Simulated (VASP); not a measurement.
Set up this calculation in VASP 6.6.1, as the native input.

```
Task                   : electric field gradients
Functional             : PBEsol
Potentials or basis    : VASP PAW PBE potentials, release 64 (Ti_sv)
Cutoff                 : 520 eV
k mesh                 : 14 × 14 × 14
Occupations            : fermi-dirac, width 0.05 eV
Spin                   : no spin polarisation
Dipole correction      : no
Further INCAR settings : ALGO = Normal; EDIFF = 1e-08; NBANDS = 12
```

The structure of Ti lies in POSCAR:

```
Ti
1.0
   -1.5917700000      1.6410000000      1.6410000000
    1.6410000000     -1.5917700000      1.6410000000
    1.6410000000      1.6410000000     -1.5917700000
Ti
1
Direct
    0.0000000000      0.0000000000      0.0000000000
```

This cell differs from its parent crystal: equal xy, yz and zx shear strains of +3 %.

The input as run:

INCAR

```
PREC = Accurate
ENCUT = 520
EDIFF = 1E-8
ISMEAR = -1
SIGMA = 0.05
LREAL = False
LASPH = True
NELM = 100
ALGO = Normal
ISIF = 2
LWAVE = False
LCHARG = False
GGA = PS
LEFG = True
NBANDS = 12
```

KPOINTS

```
regular mesh
0
Gamma
  14 14 14
```

Potentials or basis: VASP PAW PBE potentials, release 64 (Ti_sv).

The run is started by

```console
$ cat potpaw_PBE.64/Ti_sv/POTCAR > POTCAR
$ mpirun -np 1 vasp_std > vasp.out
```

It gave:

The pressure is -6.8 GPa. The band gap on the k mesh is zero (band 6 reaches 8.59 eV, above the bottom of band 7 at 7.18 eV).

Caveat: the cell differs from its parent crystal (equal xy, yz and zx shear strains of +3 %); without QUAD_EFG the Cq values of the log hold for a quadrupole moment of 1 mb, not for the nuclei; the PAW data sets were made with another functional, which shifts forces and pressure a little.

It took 31 s on 1 thread of Intel Xeon 6975P-C (shared host), peak memory 0.18 GiB.
